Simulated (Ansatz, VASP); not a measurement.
## BAs: VASP beside Ansatz

INCAR

```
ALGO = Normal
EDIFF = 1E-7
ENCUT = 520
GGA = PE
ISIF = 2
ISMEAR = 0
LASPH = T
LCHARG = T
LELF = T
LREAL = F
LVHAR = T
LWAVE = F
NBANDS = 11
NELM = 80
PREC = Accurate
SIGMA = 0.02
```

Contents of KPOINTS:

```
k-points
0
Gamma
  10 10 10
```

The input POSCAR:

```
BAs
1.0
    0.0000000000      2.4044111691      2.4044111691
    2.4044111691      0.0000000000      2.4044111691
    2.4044111691      2.4044111691      0.0000000000
B As
1 1
Direct
    0.0000000000      0.0000000000      0.0000000000
    0.2500000000      0.2500000000      0.2500000000
```

Input for Ansatz:

```yaml
crystal:
  lattice:
    - [0.0, 2.4044111691, 2.4044111691]
    - [2.4044111691, 0.0, 2.4044111691]
    - [2.4044111691, 2.4044111691, 0.0]
  atoms:
    - { symbol: B, position: [0.0, 0.0, 0.0] }
    - { symbol: As, position: [0.25, 0.25, 0.25] }
basis:
  ecutwfc: 420
kpoints:
  mp_grid: { grid: [10, 10, 10] }
  band_path:
    path:
      - [[0.0, 0.0, 0.0], [-0.5, -0.5, 0.0], [-0.375, -0.375, 0.25]]
      - [[-0.375, 0.0, 0.375], [0.0, 0.0, 0.0], [0.0, 0.0, 0.5], [-0.5, -0.25, 0.25], [-0.5, -0.5, 0.0]]
    npoints: 14
hamiltonian:
  xc: pbe
scf:
  occupations: { method: gaussian, width: 0.02 }
  n_extra_bands: 6
output:
  forces: true
  stress: true
  eigenvalues: true
  populations: true
  dos: { projected: true, de: 0.02, nscf_kmesh: { grid: [15, 15, 15] } }
  bader: true
```

Alike in both runs: task single point; functional PBE; k mesh 10 × 10 × 10; occupations gaussian, width 0.02 eV; no spin polarisation.

```csv
,VASP,Ansatz
version,VASP 6.6.1,Ansatz 0.2.0
potentials or method,"VASP PAW PBE potentials, release 64 (B, As), cutoff 520 eV","scalar-relativistic, plane waves, PAW"
valence electrons in the cell,8,18
```

VASP gave:

```
gap on the k mesh at the Fermi level (eV) : 1.20
least direct gap on the mesh (eV)         : 3.25
pressure (GPa)                            : 0.6
```

What did Ansatz give for the same quantities?

gap on the k mesh at the Fermi level (eV): 1.20; least direct gap on the mesh (eV): 3.26; pressure (GPa): 0.0.

VASP's potentials hold 8 valence electrons a cell and Ansatz's 18, so a difference there can come from the potentials and not from the codes.
